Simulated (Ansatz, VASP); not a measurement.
## CoSi2: VASP beside Ansatz

Contents of INCAR:

```
  PREC = Accurate
  ENCUT = 520
  EDIFF = 1E-6
  ISMEAR = 0
  SIGMA = 0.15
  LREAL = False
  LASPH = True
  NELM = 100
  ALGO = Normal
  ISIF = 2
  LWAVE = False
  LCHARG = True
  GGA = PE
  LELF = True
  LVHAR = True
  NBANDS = 16
```

Contents of KPOINTS:

```
Automatic mesh
0
Gamma
  16 16 16
```

The input POSCAR:

```
CoSi2
1.0
    0.0000000000      2.6799390597      2.6799390597
    2.6799390597      0.0000000000      2.6799390597
    2.6799390597      2.6799390597      0.0000000000
Co Si
1 2
Direct
    0.0000000000      0.0000000000      0.0000000000
    0.2661575578      0.2661575578      0.2661575578
    0.7338424422      0.7338424422      0.7338424422
```

Input for Ansatz:

```yaml
crystal:
  lattice:
    - [0.0, 2.6799390597, 2.6799390597]
    - [2.6799390597, 0.0, 2.6799390597]
    - [2.6799390597, 2.6799390597, 0.0]
  atoms:
    - { symbol: Co, position: [0.0, 0.0, 0.0] }
    - { symbol: Si, position: [0.2661575578, 0.2661575578, 0.2661575578] }
    - { symbol: Si, position: [0.7338424422, 0.7338424422, 0.7338424422] }
basis:
  ecutwfc: 420
kpoints:
  mp_grid: { grid: [16, 16, 16] }
hamiltonian:
  xc: pbe
scf:
  occupations: { method: gaussian, width: 0.15 }
output:
  forces: true
  stress: true
  eigenvalues: true
```

Change from the starting cell: mode 4 (324.9 1/cm) frozen in, largest displacement -0.150 Å.

Alike in both runs: task single point; functional PBE; k mesh 16 × 16 × 16; occupations gaussian, width 0.15 eV; no spin polarisation.

|  | VASP | Ansatz |
| --- | --- | --- |
| version | VASP 6.6.1 | Ansatz 0.2.0 |
| potentials or method | VASP PAW PBE potentials, release 64 (Co, Si), cutoff 520 eV | scalar-relativistic, plane waves, PAW |
| valence electrons in the cell | 17 | 25 |

VASP gave:

- gap on the k mesh at the Fermi level (eV): none
- pressure (GPa): 3.0
- traceless stress, the component that is largest in VASP (GPa): -5.58
- rms of the force components (eV/Å): 0.658

Problem. Estimate Ansatz's values.

Solution. gap on the k mesh at the Fermi level (eV): none; pressure (GPa): 3.2; traceless stress, the component that is largest in VASP (GPa): -5.58; rms of the force components (eV/Å): 0.660.

Atom by atom the forces differ by 0.002 eV/Å (rms over components). A gap of «none» marks a metal or a gap that the smearing closes. VASP's potentials hold 17 valence electrons a cell and Ansatz's 25, so a difference there can come from the potentials and not from the codes.
